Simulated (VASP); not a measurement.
# HoSiI4 (I-4m2) in VASP: single point with PBE

Aim: the single point of HoSiI4 with PBE.

All numbers are computed with VASP 6.6.1; they aren't measurements. Logs are shortened: lines on timing, memory, paths and dates and some standing lists are left out, and cuts for length are marked.

## 1. The cell of the first run

Symmetry: I-4m2, No. 119, tetragonal system. Conventional cell: a = 7.681 Å, b = 7.681 Å, c = 7.649 Å, α = 90.00°, β = 90.00°, γ = 90.00°. Ho (site symmetry -4m2) has 8 I at 3.32 Å and 4 Si at 4.29 Å within 4.4 Å. Si (site symmetry -4m2) has 4 I at 2.82 Å within 3.7 Å. Within 4.0 Å of I (site symmetry 2) lie 1 Si at 2.82 Å and 2 Ho at 3.32 Å and 6 I at 3.70 to 3.98 Å.

The cell was built from a structure type or drawn by symmetry, and may not be a known phase.

## 2. Single point, PBE

INCAR

```
SYSTEM = HoSiI4
ALGO = Normal ; EDIFF = 1E-6
ENCUT = 500 ; GGA = PE
GGA_COMPAT = .FALSE. ; ISIF = 2
ISMEAR = 0 ; LASPH = .TRUE.
LCHARG = .TRUE. ; LELF = .TRUE.
LMAXMIX = 6 ; LREAL = .FALSE.
LVHAR = .TRUE. ; LWAVE = .FALSE.
NBANDS = 30 ; NELM = 200
PREC = Accurate ; SIGMA = 0.2
```

KPOINTS

```
k-points
0
G
  3 3 3
  0 0 0
```

POSCAR

```
HoSiI4
1.0
   -3.8406499734      3.8406499734      3.8245423715
    3.8406499734     -3.8406499734      3.8245423715
    3.8406499734      3.8406499734     -3.8245423715
Ho Si I
1 1 4
Direct
    0.0000000000      0.0000000000      0.0000000000
    0.7500000000      0.2500000000      0.5000000000
    0.4906236501     -0.0093763499     -0.0187526998
    1.0093763499      0.5093763499      1.0187526998
    1.0093763499     -0.0093763499      0.5000000000
    0.4906236501      0.5093763499      0.5000000000
```

Potentials or basis: VASP PAW PBE potentials, release 64 (Ho_3, Si, I), 4f in core.

Run with:

```console
$ cat potpaw_PBE.64/Ho_3/POTCAR potpaw_PBE.64/Si/POTCAR potpaw_PBE.64/I/POTCAR > POTCAR
$ mpirun -np 1 vasp_std > vasp.out
```

OUTCAR:

```text
SYSTEM = HoSiI4
   EDIFF = 1E-6
   ENCUT = 500
   GGA = PE
   ISIF = 2
   ISMEAR = 0
   LASPH = .TRUE.
   LREAL = .FALSE.
   NELM = 200
   PREC = Accurate

 ion  position               nearest neighbor table
   1  0.000  0.000  0.000-   3 3.32   4 3.32   6 3.32   5 3.32   5 3.32   6 3.32   3 3.32   4 3.32

   2  0.750  0.250  0.500-   4 2.82   3 2.82   6 2.82   5 2.82
   3  0.491  0.991  0.981-   2 2.82   1 3.32   1 3.32
   4  0.009  0.509  0.019-   2 2.82   1 3.32   1 3.32
   5  0.009  0.991  0.500-   2 2.82   1 3.32   1 3.32
   6  0.491  0.509  0.500-   2 2.82   1 3.32   1 3.32

  LATTYP: Found a body centered tetragonal cell.
 ALAT       =     7.6812999468
 C/A-ratio  =     0.9958060219

  Lattice vectors:

 A1 = (  -3.8406499734,   3.8406499734,   3.8245423715)
 A2 = (   3.8406499734,  -3.8406499734,   3.8245423715)
 A3 = (   3.8406499734,   3.8406499734,  -3.8245423715)

Analysis of symmetry for initial positions (statically):
=====================================================================
 Subroutine PRICEL returns:
 Original cell was already a primitive cell.

 Routine SETGRP: Setting up the symmetry group for a
 body centered tetragonal supercell.

 Subroutine GETGRP returns: Found  8 space group operations
 (whereof  8 operations were pure point group operations)
 out of a pool of 16 trial point group operations.

The static configuration has the point symmetry D_2d.

Analysis of symmetry for dynamics (positions and initial velocities):
=====================================================================
 Subroutine PRICEL returns:
 Original cell was already a primitive cell.

 Routine SETGRP: Setting up the symmetry group for a
 body centered tetragonal supercell.

 Subroutine GETGRP returns: Found  8 space group operations
 (whereof  8 operations were pure point group operations)
 out of a pool of 16 trial point group operations.

The dynamic configuration has the point symmetry D_2d.

 Subroutine INISYM returns: Found  8 space group operations
 (whereof  8 operations are pure point group operations),
 and found     1 'primitive' translations

----------------------------------------------------------------------------------------

[... 79 lines left out ...]
   ENCUT  =  500.0 eV  36.75 Ry    6.06 a.u.  12.11 12.11 12.11*2*pi/ulx,y,z
   NELM   =    200;   NELMIN=  2; NELMDL= -5     # of ELM steps
   EDIFF  = 0.1E-05   stopping-criterion for ELM
   LREAL  =      F    real-space projection
   EDIFFG = 0.1E-04   stopping-criterion for IOM
   NSW    =      0    number of steps for IOM
   IBRION =     -1    ionic relax: 0-MD 1-quasi-New 2-CG
   NFREE  =      0    steps in history (QN), initial steepest desc. (CG)
   ISIF   =      2    stress and relaxation
   ISYM   =      2    0-nonsym 1-usesym 2-fastsym
   POTIM  = 0.5000    time-step for ionic-motion
   TEBEG  =    0.0;   TEEND  =   0.0 temperature during run
   PSTRESS=    0.0 pullay stress
   NELECT =      41.0000    total number of electrons
   NUPDOWN=      -1.0000    fix difference up-down
   EMIN   =  10.00;   EMAX   =-10.00  energy-range for DOS
   EFERMI =   0.00;   METHOD = LEGACY
   ISMEAR =     0;   SIGMA  =   0.20  broadening in eV -4-tet -1-fermi 0-gaus
   EFERMI_NEDOS =   21; number of points for ismear=-14 and -15
   IALGO  =     38    algorithm
   IMIX   =      4    mixing-type and parameters
     AMIX     =   0.40;   BMIX     =  1.00
     AMIX_MAG =   1.60;   BMIX_MAG =  1.00
  volume/ion in A,a.u.               =      37.61       253.80
  Fermi-wavevector in a.u.,A,eV,Ry     =   0.927228  1.752207 11.697630  0.859752
  Thomas-Fermi vector in A             =   2.053275
   LORBIT       =      0    0 simple, 1 ext, 2 COOP (PROOUT), +10 PAW based schemes
   GGA     = PE    functional components
   LHFCALC =     F    Hartree Fock is set to
   AEXX    =    0.0000 exact exchange contribution
   IVDW    =     0    specifies the selected vdW correction
   LEPSILON=     F    determine dielectric tensor
   LRPA    =     F    only Hartree local field effects (RPA)
 non-spin polarized calculation
 Gauss-broadening in eV      SIGMA  =   0.20
  energy-cutoff  :      500.00
  volume of cell :      225.66
 maximum number of plane-waves:      5738
   NGX = 25   NGY = 25   NGZ = 25

 number of electron      41.0000000 magnetization

 Free energy of the ion-electron system (eV)
  ---------------------------------------------------
  ext. energy  EPLUGINS =         0.00000000
  ---------------------------------------------------
  free energy    TOTEN  =       -18.14995132 eV

  energy without entropy =      -18.12506093  energy(sigma->0) =      -18.13750612

 E-fermi :   4.2024     XC(G=0):  -8.3090

 val. band max:        4.1301360348   @ k =   0.0000   0.0000   0.0000
 cond. band min:       4.4043268701   @ k =  -0.3333   0.3333   0.3333
 fundamental gap:      0.2741908353
 Fermi energy:         4.2024251486

 k-point     1 :       0.0000    0.0000    0.0000
  band No.  band energies     occupation
      1     -22.2596      2.00000
      2     -22.1780      2.00000
      3     -22.1780      2.00000
      4      -9.9088      2.00000
      5      -8.9488      2.00000
      6      -8.9488      2.00000
[... 187 lines left out ...]
     29       7.0197      0.00000
     30       8.4992      0.00000

------------------------ aborting loop because EDIFF is reached ----------------------------------------

  FORCE on cell =-STRESS in cart. coord.  units (eV):
  Direction    XX          YY          ZZ          XY          YZ          ZX
  --------------------------------------------------------------------------------------
  -------------------------------------------------------------------------------------
  Total        0.0862543      0.0862543      0.2039108      0.0000000      0.0000000      0.0000000
  in kB        0.6124105      0.6124105      1.4477780      0.0000000      0.0000000      0.0000000
  external PRESSURE =       0.8908664 kB  Pullay stress =       0.0000000 kB

 VOLUME and BASIS-vectors are now :
 -----------------------------------------------------------------------------
  energy-cutoff  :      500.00
  volume of cell :      225.66
      direct lattice vectors                 reciprocal lattice vectors
    -3.840649973  3.840649973  3.824542372     0.000000000  0.130186297  0.130734596
     3.840649973 -3.840649973  3.824542372     0.130186297  0.000000000  0.130734596
     3.840649973  3.840649973 -3.824542372     0.130186297  0.130186297  0.000000000

 POSITION                                       TOTAL-FORCE (eV/Angst)
 -----------------------------------------------------------------------------------
      0.00000      0.00000      0.00000        -0.000000     -0.000000     -0.000000
     -0.00000      3.84065      1.91227        -0.000000     -0.000000     -0.000000
      5.68895      1.84830      1.91227        -0.011512     -0.011512     -0.000000
      1.99235     -1.84830      1.91227         0.011512      0.011512      0.000000
      5.68895     -1.84830      1.91227        -0.011512      0.011512     -0.000000
      1.99235      1.84830      1.91227         0.011512     -0.011512     -0.000000
 -----------------------------------------------------------------------------------
    total drift:                                0.000000     -0.000000     -0.000000

  FREE ENERGIE OF THE ION-ELECTRON SYSTEM (eV)
  ---------------------------------------------------
  free  energy   TOTEN  =       -18.1499513177 eV

  energy  without entropy=      -18.1250609273  energy(sigma->0) =      -18.13750612
```

stdout:

```text
POSCAR found type information on POSCAR HoSiI
 POSCAR found :  3 types and       6 ions
 scaLAPACK will be used
 LDA part: xc-table for (Slater+PW92), standard interpolation
 POSCAR, INCAR and KPOINTS ok, starting setup
 FFT: planning ... GRIDC
 FFT: planning ... GRID_SOFT
 FFT: planning ... GRID
 WAVECAR not read
 entering main loop
```

Run time: 32 s. Hardware: 1 thread of Intel Xeon 6975P-C (Granite Rapids), shared host; peak memory 0.33 GiB.

Results:

* Free energy: -18.1500 eV
* Pressure: 0.1 GPa
* Largest force: 0.016 eV/Å
* Band gap on the k mesh: zero (an odd number of electrons rules out a gap without spin polarisation)

Forces in eV/Å, atoms in the order of the input:
```
Ho   0.000  0.000  0.000
Si   0.000  0.000  0.000
I   -0.012 -0.012  0.000
I    0.012  0.012  0.000
I   -0.012  0.012  0.000
I    0.012 -0.012  0.000
```

Stress tensor (GPa, compression positive):
```
0.06 0.00 0.00
0.00 0.06 0.00
0.00 0.00 0.14
```

Caveat: the k points lie up to 0.39 Å⁻¹ apart, too coarse for converged energies and pressures of a metal; spin-orbit coupling is left out, which moves the levels of the heavy elements; the 4f electrons are frozen in the core, so they carry no moment and show no levels; an odd number of electrons without spin polarisation forces a metal; a magnetic or distorted state may lie lower; the run has no spin polarisation, though such a crystal can be magnetic. Spin polarisation is off, so any magnetic state and its effect on volume and gap are missing.
